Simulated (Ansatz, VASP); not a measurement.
# TaSi2 in VASP and in Ansatz

File INCAR:

```
PREC = Accurate
ENCUT = 520
EDIFF = 1E-6
ISMEAR = 0
SIGMA = 0.15
LREAL = False
LASPH = True
NELM = 80
ALGO = Normal
ISIF = 2
LWAVE = False
LCHARG = False
GGA = PS
NBANDS = 38
```

Contents of KPOINTS:

```
regular mesh
0
Gamma
  12 12 6
```

File POSCAR:

```
TaSi2
1.0
    4.7609902391      0.0000000000      0.0000000000
   -2.3804951195      4.1231384942      0.0000000000
    0.0000000000      0.0000000000      6.3594587496
Ta Si
3 6
Direct
    0.5000000000      0.0000000000      0.0000000000
    0.5000000000      0.5000000000      0.6666666667
    0.0000000000      0.5000000000      0.3333333333
    0.1592827538      0.3185655077      0.0000000000
    0.8407172462      0.1592827538      0.6666666667
    0.6814344923      0.8407172462      0.3333333333
    0.8407172462      0.6814344923      0.0000000000
    0.1592827538      0.8407172462      0.6666666667
    0.3185655077      0.1592827538      0.3333333333
```

Input for Ansatz:

```yaml
crystal:
  lattice:
    - [4.7609902391, 0.0, 0.0]
    - [-2.3804951195, 4.1231384942, 0.0]
    - [0.0, 0.0, 6.3594587496]
  atoms:
    - { symbol: Ta, position: [0.5, 0.0, 0.0] }
    - { symbol: Ta, position: [0.5, 0.5, 0.6666666667] }
    - { symbol: Ta, position: [0.0, 0.5, 0.3333333333] }
    - { symbol: Si, position: [0.1592827538, 0.3185655077, 0.0] }
    - { symbol: Si, position: [0.8407172462, 0.1592827538, 0.6666666667] }
    - { symbol: Si, position: [0.6814344923, 0.8407172462, 0.3333333333] }
    - { symbol: Si, position: [0.8407172462, 0.6814344923, 0.0] }
    - { symbol: Si, position: [0.1592827538, 0.8407172462, 0.6666666667] }
    - { symbol: Si, position: [0.3185655077, 0.1592827538, 0.3333333333] }
basis:
  ecutwfc: 420
kpoints:
  mp_grid: { grid: [12, 12, 6] }
hamiltonian:
  xc: pbesol
scf:
  occupations: { method: gaussian, width: 0.15 }
output:
  forces: true
  stress: true
  eigenvalues: true
```

Change from the starting cell: strain +0.000 along x and y, -0.030 along z, atoms carried along.

Alike in both runs: task single point; functional PBEsol; k mesh 12 × 12 × 6; occupations gaussian, width 0.15 eV; no spin polarisation.

|  | VASP | Ansatz |
| --- | --- | --- |
| version | VASP 6.6.1 | Ansatz 0.2.0 |
| potentials or method | VASP PAW PBE potentials, release 64 (Ta_pv, Si), cutoff 520 eV | scalar-relativistic, plane waves, PAW |
| valence electrons in the cell | 57 | 63 |

```tsv
	VASP	Ansatz	Ansatz less VASP
gap on the k mesh at the Fermi level (eV)	none	none	-
pressure (GPa)	7.9	7.5	-0.38
traceless stress, the component that is largest in VASP (GPa)	8.74	8.67	-0.078
rms of the force components (eV/Å)	0.052	0.050	-0.0021
```

VASP's potentials were made for PBE, not for PBEsol. Atom by atom the forces differ by 0.002 eV/Å (rms over components). A gap of «none» marks a metal or a gap that the smearing closes. With one functional, cell and mesh, what is left measures potentials, basis and numerics. VASP's potentials hold 57 valence electrons a cell and Ansatz's 63, so a difference there can come from the potentials and not from the codes.

Spin-orbit coupling is off throughout.
